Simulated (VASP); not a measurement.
A run of VASP 6.6.1 is set up as follows.

Contents of INCAR:

```
SYSTEM = HfB2
ALGO = Normal
EDIFF = 1E-6
ENCUT = 500
GGA = PS
GGA_COMPAT = .FALSE.
ISIF = 2
ISMEAR = 0
IVDW = 13
LASPH = .TRUE.
LCHARG = .TRUE.
LELF = .TRUE.
LREAL = .FALSE.
LVHAR = .TRUE.
LWAVE = .FALSE.
NBANDS = 15
NELM = 120
PREC = Accurate
SIGMA = 0.1
```

The input KPOINTS:

```
k-points
0
G
  10 10 8
  0 0 0
```

The input POSCAR:

```
HfB2
1.0
    3.1160251149     -0.0000003448      0.0000001496
   -1.5580128560      2.6985564706     -0.0000001867
    0.0000001658     -0.0000001432      3.4271048704
Hf B
1 2
Direct
    0.0131823876      0.0156808816      0.0065867686
    0.6798494978      0.3490150296      0.5065865777
    0.3465151146      0.6823480888      0.5065886537
```

Potentials or basis: VASP PAW PBE potentials, release 64 (Hf_pv, B).

Command:

```bash
$ cat potpaw_PBE.64/Hf_pv/POTCAR potpaw_PBE.64/B/POTCAR > POTCAR
$ mpirun -np 1 vasp_std > vasp.out
```

Question: Estimate the pressure.

Answer: 0.0 GPa.

Question: What does it give for the dispersion energy per atom?

Answer: -0.185 eV.

Question: What does it give for the band gap on the k mesh?

Answer: Zero (band 8 reaches 8.30 eV, above the bottom of band 9 at 7.53 eV).

Stress tensor (GPa, compression positive):
```
-0.10  0.00  0.00
 0.00 -0.10  0.00
 0.00  0.00  0.26
```

Caveat: the cell differs from its parent crystal (atoms moved at random); the PAW data sets were made with another functional, which shifts forces and pressure a little; spin-orbit coupling is left out, which moves the levels of the heavy elements; pairwise dispersion overbinds metals, which lowers pressure and volume.
